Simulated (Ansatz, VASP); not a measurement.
# BaMg2N2 in VASP and in Ansatz

```
CELL_PARAMETERS angstrom
5.38878 0.00000 0.00000
-2.69439 4.66682 0.00000
0.00000 0.00000 6.40594
ATOMIC_POSITIONS crystal
Ba 0.00000 0.00000 0.00000
Mg 0.33333 0.66667 0.50000
Mg 0.66667 0.33333 0.50000
N 0.00000 0.00000 0.40958
N 0.00000 0.00000 0.59042
```

Alike in both runs: functional PBE; k mesh 12 × 12 × 6; occupations gaussian, width 0.1 eV; no spin polarisation.

Ansatz relaxed the structure, and its values are those at the end. VASP's run is a single point on that final structure, the one shown.

|  | VASP | Ansatz |
| --- | --- | --- |
| version | VASP 6.6.1 | Ansatz 0.2.0 |
| potentials or method | VASP PAW PBE potentials, release 64 (Ba_sv, Mg, N), cutoff 520 eV | scalar-relativistic, plane waves, PAW |
| valence electrons in the cell | 24 | 40 |

|  | VASP | Ansatz | Ansatz less VASP |
| --- | --- | --- | --- |
| gap on the k mesh at the Fermi level (eV) | none | none | - |
| pressure (GPa) | 0.5 | 0.0 | -0.46 |
| rms of the force components (eV/Å) | 0.212 | 0.003 | -0.2093 |

A gap of «none» marks a metal or a gap that the smearing closes. One of these differences is far larger than is usual between the two programs; its cause wasn't traced. VASP's potentials hold 24 valence electrons a cell and Ansatz's 40, so a difference there can come from the potentials and not from the codes.

Neither program's run includes spin-orbit coupling. Noted on VASP's run: the standard files for N, O and F lose accuracy on very short bonds.
